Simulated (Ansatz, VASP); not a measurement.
**BaTiO3: VASP beside Ansatz**

```xyz
5
Lattice="4.0105 0.0000 0.0000 0.0000 2.8558 2.8646 0.0000 -2.8558 2.8646" Properties=species:S:1:pos:R:3 pbc="T T T"
Ba    0.0000    0.0000    0.0000
Ti    2.0052    0.0000    2.9099
O     0.0000    0.0000    2.8194
O     2.0052   -1.4028    4.2861
O     2.0052    1.4028    4.2861
```

Change from the starting cell: volume scaled by 1.02, PAW files.

Alike in both runs: task electric field gradients; functional PBE; k mesh 8 × 8 × 8; occupations fermi-dirac, width 0.05 eV; no spin polarisation.

|  | VASP | Ansatz |
| --- | --- | --- |
| version | VASP 6.6.1 | Ansatz 0.2.0 |
| potentials or method | VASP PAW PBE potentials, release 64 (Ba_sv, Ti_sv, O) | PAW with Ansatz's default frozen-core files, scalar-relativistic |
| plane-wave cutoff (eV) | 520 | 420 |
| valence electrons in the cell | 40 | 40 |

Ansatz gave:

| Quantity | Value |
| --- | --- |
| pressure (GPa) | -1.3 |
| traceless stress, the component that is largest in VASP (GPa) | -0.65 |
| rms of the force components (eV/Å) | 0.115 |
| size of Vzz on the site where it differs most (V/Å²) | 26.8 |

Question: What did VASP give for the same quantities?

Answer: Pressure (GPa): 0.3; traceless stress, the component that is largest in VASP (GPa): -0.66; rms of the force components (eV/Å): 0.108; size of Vzz on the site where it differs most (V/Å²): 25.9.

Atom by atom the forces differ by 0.009 eV/Å (rms over components).

Neither program's run includes spin-orbit coupling.
